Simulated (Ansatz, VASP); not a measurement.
Two plane-wave programs on SrO

POSCAR

```
SrO
1.0
    0.0000000000      2.5663000000      2.5663000000
    2.5663000000      0.0000000000      2.5663000000
    2.5663000000      2.5663000000      0.0000000000
Sr O
1 1
Direct
    0.5000000000      0.5000000000      0.5000000000
    0.0000000000      0.0000000000      0.0000000000
```

File INCAR.step1:

```
SYSTEM = SrO
PREC     = Accurate       ! precision mode
ENCUT    = 520            ! plane-wave cutoff, eV
EDIFF    = 1E-5           ! SCF threshold, eV
ISMEAR   = -1             ! smearing method
SIGMA    = 0.05           ! smearing width, eV
LREAL    = .False.        ! projectors in reciprocal space
LASPH    = .True.         ! aspherical terms in the spheres
NELM     = 60             ! most SCF steps
ALGO     = Normal         ! electronic algorithm
ISIF     = 2              ! what is computed and relaxed
LWAVE    = .True.         ! write WAVECAR
GGA      = PE             ! functional
NBANDS   = 15             ! bands
```

Contents of INCAR.step2:

```
SYSTEM = SrO
PREC     = Accurate       ! precision mode
ENCUT    = 520            ! plane-wave cutoff, eV
EDIFF    = 1E-6           ! SCF threshold, eV
ISMEAR   = -1             ! smearing method
SIGMA    = 0.05           ! smearing width, eV
LREAL    = .False.        ! projectors in reciprocal space
LASPH    = .True.         ! aspherical terms in the spheres
NELM     = 60             ! most SCF steps
ALGO     = Normal         ! electronic algorithm
ISIF     = 2              ! what is computed and relaxed
LWAVE    = .False.        ! write WAVECAR
LCHARG   = .True.         ! write CHGCAR
GGA      = PS             ! functional
LHFCALC  = .True.         ! exact exchange
AEXX     = 0.25           ! exact-exchange fraction
HFSCREEN = 0.207          ! screening, 1/A
PRECFOCK = Normal       
LELF     = .True.         ! ELF
LVHAR    = .True.       
ISTART   = 1            
NBANDS   = 15             ! bands
```

File KPOINTS:

```
Automatic mesh
0
Gamma
  5 5 5
  0 0 0
```

File input.yaml:

```yaml
crystal:
  lattice:
    - [0.0, 2.5663, 2.5663]
    - [2.5663, 0.0, 2.5663]
    - [2.5663, 2.5663, 0.0]
  atoms:
    - { symbol: Sr, position: [0.5, 0.5, 0.5] }
    - { symbol: O, position: [0.0, 0.0, 0.0] }
hamiltonian:
  xc:
    exchange: hjs_pbesol
    correlation: pbesol
    exx: { coeff: 0.25, omega: 0.207 }
  pseudopotentials: { kind: paw }
kpoints:
  mp_grid: { grid: [5, 5, 5] }
  band_path:
    path:
      - [[0.0, 0.0, 0.0], [0.5, 0.0, 0.5], [0.5, 0.25, 0.75], [0.375, 0.375, 0.75], [0.0, 0.0, 0.0], [0.5, 0.5, 0.5], [0.625, 0.25, 0.625], [0.5, 0.25, 0.75], [0.5, 0.5, 0.5], [0.375, 0.375, 0.75]]
      - [[0.625, 0.25, 0.625], [0.5, 0.0, 0.5]]
    npoints: 4
scf:
  occupations: { method: fermi_dirac, width: 0.05 }
  n_extra_bands: 6
output:
  forces: true
  stress: true
  eigenvalues: true
  fatbands: false
```

Alike in both runs: functional PBEsol-based screened hybrid with a share of 0.25 of exact exchange and HFSCREEN = 0.207; k mesh 5 × 5 × 5; occupations fermi-dirac, width 0.05 eV; no spin polarisation.

|  | VASP | Ansatz |
| --- | --- | --- |
| version | VASP 6.6.1 | Ansatz 0.2.0 |
| potentials or method | VASP PAW PBE potentials, release 64 (Sr_sv, O) | Ansatz PAW |
| plane-wave cutoff (eV) | 520 | 420 |
| valence electrons in the cell | 16 | 16 |
| task | single point | band structure |

```tsv
	VASP	Ansatz	Ansatz less VASP
gap on the k mesh at the Fermi level (eV)	4.84	4.89	+0.049
least direct gap on the mesh (eV)	4.96	4.99	+0.036
pressure (GPa)	-1.1	-1.7	-0.59
```

VASP's potentials were made for PBE, not for PBEsol-based screened hybrid.

The k mesh is coarse, so the values compare programs but aren't converged. Noted on Ansatz's run: the k mesh misses the band edges, so the gap on the mesh is wider than the one along the path.
